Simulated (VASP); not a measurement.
# EuS (Fm-3m) in VASP: further runs

The runs below take EuS through single point, with PBE+U.

All numbers are computed with VASP 6.6.1; they aren't measurements. Logs are shortened: lines on timing, memory, paths and dates and some standing lists are left out, and cuts for length are marked.

## (1) The cell of the first run

It takes space group Fm-3m (No. 225, cubic). Conventional cell: a = 5.957 Å, b = 5.957 Å, c = 5.957 Å, α = 90.00°, β = 90.00°, γ = 90.00°. Within 3.9 Å of Eu (site symmetry m-3m) lie 6 S at 2.98 Å. S (site symmetry m-3m) has 6 Eu at 2.98 Å within 3.9 Å.

## (2) Single point, PBE+U, collinear spin, ferromagnetic start

INCAR

```
  ALGO = Normal
  EDIFF = 1E-6
  ENCUT = 600
  GGA = PE
  GGA_COMPAT = F
  ISIF = 2
  ISMEAR = -1
  ISPIN = 2
  LASPH = T
  LCHARG = F
  LDAU = T
  LDAUJ = 0 0
  LDAUL = 3 -1
  LDAUPRINT = 1
  LDAUTYPE = 2
  LDAUU = 5.4 0
  LMAXMIX = 6
  LORBIT = 11
  LREAL = F
  LWAVE = F
  MAGMOM = 1 0
  NBANDS = 22
  NELM = 200
  NUPDOWN = 1.0
  PREC = Accurate
  SIGMA = 0.03
```

KPOINTS

```
k-points
0
Gamma
  7 7 7
```

POSCAR

```
EuS
1.0
    0.0000000000      2.9785000000      2.9785000000
    2.9785000000      0.0000000000      2.9785000000
    2.9785000000      2.9785000000      0.0000000000
Eu S
1 1
Direct
    0.0000000000      0.0000000000      0.0000000000
    0.5000000000      0.5000000000      0.5000000000
```

Potentials or basis: VASP PAW PBE potentials, release 64 (Eu, S).

On the command line:

```
> cat potpaw_PBE.64/Eu/POTCAR potpaw_PBE.64/S/POTCAR > POTCAR
> mpirun -np 1 vasp_std > vasp.out
```

OUTCAR:

```text
EDIFF = 1E-6
   ENCUT = 600
   GGA = PE
   ISIF = 2
   ISMEAR = -1
   ISPIN = 2
   LASPH = T
   LORBIT = 11
   LREAL = F
   NELM = 200
   NUPDOWN = 1.0
   PREC = Accurate

 ion  position               nearest neighbor table
   1  0.000  0.000  0.000-   2 2.98   2 2.98   2 2.98   2 2.98   2 2.98   2 2.98
   2  0.500  0.500  0.500-   1 2.98   1 2.98   1 2.98   1 2.98   1 2.98   1 2.98

  LATTYP: Found a face centered cubic cell.
 ALAT       =     5.9570000000

  Lattice vectors:

 A1 = (   0.0000000000,   2.9785000000,   2.9785000000)
 A2 = (   2.9785000000,   0.0000000000,   2.9785000000)
 A3 = (   2.9785000000,   2.9785000000,   0.0000000000)

Analysis of symmetry for initial positions (statically):
=====================================================================
 Subroutine PRICEL returns:
 Original cell was already a primitive cell.

 Routine SETGRP: Setting up the symmetry group for a
 face centered cubic supercell.

 Subroutine GETGRP returns: Found 48 space group operations
 (whereof 48 operations were pure point group operations)
 out of a pool of 48 trial point group operations.

The static configuration has the point symmetry O_h .

Analysis of symmetry for dynamics (positions and initial velocities):
=====================================================================
 Subroutine PRICEL returns:
 Original cell was already a primitive cell.

 Routine SETGRP: Setting up the symmetry group for a
 face centered cubic supercell.

 Subroutine GETGRP returns: Found 48 space group operations
 (whereof 48 operations were pure point group operations)
 out of a pool of 48 trial point group operations.

The dynamic configuration has the point symmetry O_h .

Analysis of structural, dynamic, and magnetic symmetry:
=====================================================================
 Subroutine PRICEL returns:
 Original cell was already a primitive cell.

 Routine SETGRP: Setting up the symmetry group for a
 face centered cubic supercell.

 Subroutine GETGRP returns: Found 48 space group operations
 (whereof 48 operations were pure point group operations)
 out of a pool of 48 trial point group operations.

The overall configuration has the point symmetry O_h .

 Subroutine INISYM returns: Found 48 space group operations
 (whereof 48 operations are pure point group operations),
 and found     1 'primitive' translations

----------------------------------------------------------------------------------------

                                     Primitive cell

  volume of cell :      52.8473

  direct lattice vectors                    reciprocal lattice vectors
     0.000000000  2.978500000  2.978500000    -0.167869733  0.167869733  0.167869733
     2.978500000  0.000000000  2.978500000     0.167869733 -0.167869733  0.167869733
     2.978500000  2.978500000  0.000000000     0.167869733  0.167869733 -0.167869733

  length of vectors
     4.212235096  4.212235096  4.212235096     0.290758907  0.290758907  0.290758907

[... 123 lines left out ...]
  0.6042  0.0000  0.4673 -0.0000 -0.0000 -0.0000 -0.0000
  0.0000  0.9730  0.0000  0.0000  0.0000  0.0000  0.0000
  0.4673  0.0000  0.3629  0.0000 -0.0000  0.0000  0.0000
 -0.0000  0.0000  0.0000  0.9662 -0.0000 -0.0000  0.0000
 -0.0000  0.0000 -0.0000 -0.0000  0.3629  0.0000 -0.4673
 -0.0000  0.0000  0.0000 -0.0000  0.0000  0.0009  0.0000
 -0.0000  0.0000  0.0000  0.0000 -0.4673  0.0000  0.6042

spin component  2

  0.3637 -0.0000 -0.4657  0.0000 -0.0000  0.0000  0.0000
 -0.0000  0.0001 -0.0000 -0.0000  0.0000 -0.0000 -0.0000
 -0.4657 -0.0000  0.6042 -0.0000  0.0000  0.0000  0.0000
  0.0000 -0.0000 -0.0000  0.0029  0.0000 -0.0000 -0.0000
 -0.0000  0.0000  0.0000  0.0000  0.6042 -0.0000  0.4657
  0.0000 -0.0000  0.0000 -0.0000 -0.0000  0.9649 -0.0000
  0.0000 -0.0000  0.0000 -0.0000  0.4657 -0.0000  0.3637

 occupancies and eigenvectors

  o =  0.0001  v =  0.0000  0.0000  0.0000  0.0000  0.0000  0.0000  0.0000  0.0000 -1.0000 -0.0000  0.0000 -0.0000  0.0000  0.0000      0.0000  0.0000  0.0000  0.0000  0.0000  0.0000  0.0000  0.0000  0.0000  0.0000  0.0000  0.0000  0.0000  0.0000
  o =  0.0009  v = -0.6124  0.0000  0.7906 -0.0000 -0.0000 -0.0000 -0.0000  0.0000  0.0000  0.0000  0.0000  0.0000  0.0000  0.0000      0.0000  0.0000  0.0000  0.0000  0.0000  0.0000  0.0000  0.0000  0.0000  0.0000  0.0000  0.0000  0.0000  0.0000
  o =  0.0009  v =  0.0000 -0.0000  0.0000  0.0000  0.7906 -0.0022  0.6124  0.0000  0.0000  0.0000  0.0000  0.0000  0.0000  0.0000      0.0000  0.0000  0.0000  0.0000  0.0000  0.0000  0.0000  0.0000  0.0000  0.0000  0.0000  0.0000  0.0000  0.0000
  o =  0.0009  v =  0.0000  0.0000 -0.0000 -0.0000 -0.0017 -1.0000 -0.0013  0.0000  0.0000  0.0000  0.0000  0.0000  0.0000  0.0000      0.0000  0.0000  0.0000  0.0000  0.0000  0.0000  0.0000  0.0000  0.0000  0.0000  0.0000  0.0000  0.0000  0.0000
  o =  0.0029  v =  0.0000  0.0000  0.0000  0.0000  0.0000  0.0000  0.0000  0.0000 -0.0000 -0.0000 -1.0000 -0.0039 -0.0000  0.0050      0.0000  0.0000  0.0000  0.0000  0.0000  0.0000  0.0000  0.0000  0.0000  0.0000  0.0000  0.0000  0.0000  0.0000
  o =  0.0029  v =  0.0000  0.0000  0.0000  0.0000  0.0000  0.0000  0.0000 -0.7906  0.0000 -0.6124  0.0000 -0.0000  0.0000  0.0000      0.0000  0.0000  0.0000  0.0000  0.0000  0.0000  0.0000  0.0000  0.0000  0.0000  0.0000  0.0000  0.0000  0.0000
  o =  0.0029  v =  0.0000  0.0000  0.0000  0.0000  0.0000  0.0000  0.0000  0.0000 -0.0000 -0.0000 -0.0064  0.6124  0.0000 -0.7906      0.0000  0.0000  0.0000  0.0000  0.0000  0.0000  0.0000  0.0000  0.0000  0.0000  0.0000  0.0000  0.0000  0.0000
  o =  0.9649  v =  0.0000  0.0000  0.0000  0.0000  0.0000  0.0000  0.0000  0.0000  0.0000  0.0000 -0.0000 -0.0002  1.0000 -0.0002      0.0000  0.0000  0.0000  0.0000  0.0000  0.0000  0.0000  0.0000  0.0000  0.0000  0.0000  0.0000  0.0000  0.0000
  o =  0.9649  v =  0.0000  0.0000  0.0000  0.0000  0.0000  0.0000  0.0000  0.0000 -0.0000  0.0000 -0.0000 -0.7906 -0.0003 -0.6124      0.0000  0.0000  0.0000  0.0000  0.0000  0.0000  0.0000  0.0000  0.0000  0.0000  0.0000  0.0000  0.0000  0.0000
  o =  0.9649  v =  0.0000  0.0000  0.0000  0.0000  0.0000  0.0000  0.0000  0.6124  0.0000 -0.7906  0.0000 -0.0000  0.0000  0.0000      0.0000  0.0000  0.0000  0.0000  0.0000  0.0000  0.0000  0.0000  0.0000  0.0000  0.0000  0.0000  0.0000  0.0000
  o =  0.9662  v =  0.0000 -0.0000  0.0000  0.0083  0.6124 -0.0000 -0.7905  0.0000  0.0000  0.0000  0.0000  0.0000  0.0000  0.0000      0.0000  0.0000  0.0000  0.0000  0.0000  0.0000  0.0000  0.0000  0.0000  0.0000  0.0000  0.0000  0.0000  0.0000
  o =  0.9662  v = -0.7906  0.0000 -0.6124  0.0000  0.0000  0.0000  0.0000  0.0000  0.0000  0.0000  0.0000  0.0000  0.0000  0.0000      0.0000  0.0000  0.0000  0.0000  0.0000  0.0000  0.0000  0.0000  0.0000  0.0000  0.0000  0.0000  0.0000  0.0000
  o =  0.9662  v =  0.0000 -0.0000  0.0000 -1.0000  0.0051  0.0000 -0.0066  0.0000  0.0000  0.0000  0.0000  0.0000  0.0000  0.0000      0.0000  0.0000  0.0000  0.0000  0.0000  0.0000  0.0000  0.0000  0.0000  0.0000  0.0000  0.0000  0.0000  0.0000
  o =  0.9730  v =  0.0000 -1.0000  0.0000  0.0000 -0.0000  0.0000  0.0000  0.0000  0.0000  0.0000  0.0000  0.0000  0.0000  0.0000      0.0000  0.0000  0.0000  0.0000  0.0000  0.0000  0.0000  0.0000  0.0000  0.0000  0.0000  0.0000  0.0000  0.0000

 number of electron      22.9999997 magnetization       0.9999997

 Free energy of the ion-electron system (eV)
  ---------------------------------------------------
  ext. energy  EPLUGINS =         0.00000000
  ---------------------------------------------------
  free energy    TOTEN  =       -14.27949285 eV

  energy without entropy =      -14.27788219  energy(sigma->0) =      -14.27868752

 E-fermi :   3.9326     XC(G=0):  -9.6109

 val. band max:        3.8276750020   @ k =   0.0000   0.0000   0.0000
 cond. band min:       3.9145221922   @ k =   0.4286   0.4286   0.0000
 fundamental gap:      0.0868471902
 Fermi energy:         3.8597576014

 spin component 1

 k-point     1 :       0.0000    0.0000    0.0000
  band No.  band energies     occupation
      1     -35.5184      1.00000
      2     -14.6366      1.00000
      3     -14.6366      1.00000
      4     -14.6366      1.00000
      5      -9.1665      1.00000
      6       1.4064      1.00000
[... 489 lines left out ...]
     21      11.3271      0.00000
     22      12.6762      0.00000
 Fermi energy:         3.9325512519

 spin component 2

 k-point     1 :       0.0000    0.0000    0.0000
  band No.  band energies     occupation
      1     -35.0742      1.00000
      2     -14.3081      1.00000
      3     -14.3081      1.00000
      4     -14.3081      1.00000
      5      -9.1703      1.00000
      6       1.7242      1.00000
[... 489 lines left out ...]
     21      11.5150      0.00000
     22      13.0109      0.00000

------------------------ aborting loop because EDIFF is reached ----------------------------------------

  FORCE on cell =-STRESS in cart. coord.  units (eV):
  Direction    XX          YY          ZZ          XY          YZ          ZX
  --------------------------------------------------------------------------------------
  -------------------------------------------------------------------------------------
  Total       -0.1139354     -0.1139354     -0.1139354      0.0000000      0.0000000      0.0000000
  in kB       -3.4541915     -3.4541915     -3.4541915      0.0000000      0.0000000      0.0000000
  external PRESSURE =      -3.4541915 kB  Pullay stress =       0.0000000 kB

 VOLUME and BASIS-vectors are now :
 -----------------------------------------------------------------------------
  energy-cutoff  :      600.00
  volume of cell :       52.85
      direct lattice vectors                 reciprocal lattice vectors
     0.000000000  2.978500000  2.978500000    -0.167869733  0.167869733  0.167869733
     2.978500000  0.000000000  2.978500000     0.167869733 -0.167869733  0.167869733
     2.978500000  2.978500000  0.000000000     0.167869733  0.167869733 -0.167869733

 POSITION                                       TOTAL-FORCE (eV/Angst)
 -----------------------------------------------------------------------------------
      0.00000      0.00000      0.00000        -0.000000     -0.000000     -0.000000
      2.97850      2.97850      2.97850         0.000000      0.000000      0.000000
 -----------------------------------------------------------------------------------
    total drift:                                0.000000      0.000000      0.000000

  FREE ENERGIE OF THE ION-ELECTRON SYSTEM (eV)
  ---------------------------------------------------
  free  energy   TOTEN  =       -14.2794928454 eV

  energy  without entropy=      -14.2778821872  energy(sigma->0) =      -14.27868752

 total charge

# of ion       s       p       d       f       tot
--------------------------------------------------
    1        2.018   5.722   0.258   6.771  14.769
    2        1.316   2.443   0.000   0.000   3.759
--------------------------------------------------
tot          3.334   8.165   0.258   6.771  18.528

 magnetization (x)

# of ion       s       p       d       f       tot
--------------------------------------------------
    1       -0.001  -0.012   0.010   0.969   0.965
    2       -0.001  -0.011   0.000   0.000  -0.012
--------------------------------------------------
tot         -0.002  -0.023   0.010   0.969   0.953
```

Wall time 6.1 min (1 thread of Intel Xeon 8259CL, shared host); peak memory 0.28 GiB.

Results:

| Property | Result |
| --- | --- |
| Free energy | -14.2795 eV |
| Pressure | -0.3 GPa |
| Net moment | 1.00 μB per cell |
| Site moments | Eu +0.96; S -0.01 μB |
| Valence electrons inside the program's atomic spheres | Eu 14.77; S 3.76 |

Eigenvalues of the final occupation matrices:
```
    site  spin  trace                         eigenvalues
site 1 f     1   3.87  0.00 0.00 0.00 0.97 0.97 0.97 0.97
site 1 f     2   2.90  0.00 0.00 0.00 0.00 0.96 0.96 0.96
```

Caveat: spin-orbit coupling is left out, which moves the levels of the heavy elements; the total moment is fixed, so each spin has its own Fermi level; a cell with one magnetic atom can't hold antiferromagnetic order, which such compounds often take. The state reached can hang on the start; a lower one may exist.

## (3) Single point, PBE+U, collinear spin, ferromagnetic start

INCAR

```
SYSTEM = EuS
PREC = Accurate ; ENCUT = 600
EDIFF = 1E-6 ; ISMEAR = -1
SIGMA = 0.03 ; LREAL = .FALSE.
LASPH = .TRUE. ; NELM = 200
ALGO = Normal ; ISIF = 2
LWAVE = .FALSE. ; LCHARG = .FALSE.
ISPIN = 2 ; MAGMOM = 5 0
LORBIT = 11 ; NUPDOWN = 5.0
LMAXMIX = 6 ; LDAU = .TRUE.
LDAUTYPE = 2 ; LDAUL = 3 -1
LDAUU = 5.4 0 ; LDAUJ = 0 0
LDAUPRINT = 1 ; GGA = PE
NBANDS = 22 ; GGA_COMPAT = .FALSE.
```

KPOINTS

```
regular mesh
0
G
  7 7 7
  0 0 0
```

POSCAR is that of step 2.

Potentials or basis: VASP PAW PBE potentials, release 64 (Eu, S).

On the command line:

```
> cat potpaw_PBE.64/Eu/POTCAR potpaw_PBE.64/S/POTCAR > POTCAR
> mpirun -np 1 vasp_std > vasp.out
```

Run time: 3.1 min. Hardware: 1 thread of Intel Xeon 8259CL, shared host; peak memory 0.27 GiB.

It converged, with:

| Quantity | Value |
| --- | --- |
| Free energy | -15.7275 eV |
| Pressure | -4.4 GPa |
| Net moment | 5.00 μB per cell |
| Site moments | Eu +6.00; S -0.30 μB |
| Valence electrons inside the program's atomic spheres | Eu 14.60; S 3.67 |

Eigenvalues of the final occupation matrices:
```csv
site,spin,trace,eigenvalues
site 1 f,1,6.39,0.82 0.82 0.82 0.98 0.98 0.98 0.99
site 1 f,2,0.03,0.00 0.00 0.00 0.00 0.01 0.01 0.01
```

Caveat: the cell stands under tension; spin-orbit coupling is left out, which moves the levels of the heavy elements; the total moment is fixed, so each spin has its own Fermi level; a cell with one magnetic atom can't hold antiferromagnetic order, which such compounds often take. The state reached can hang on the start; a lower one may exist.
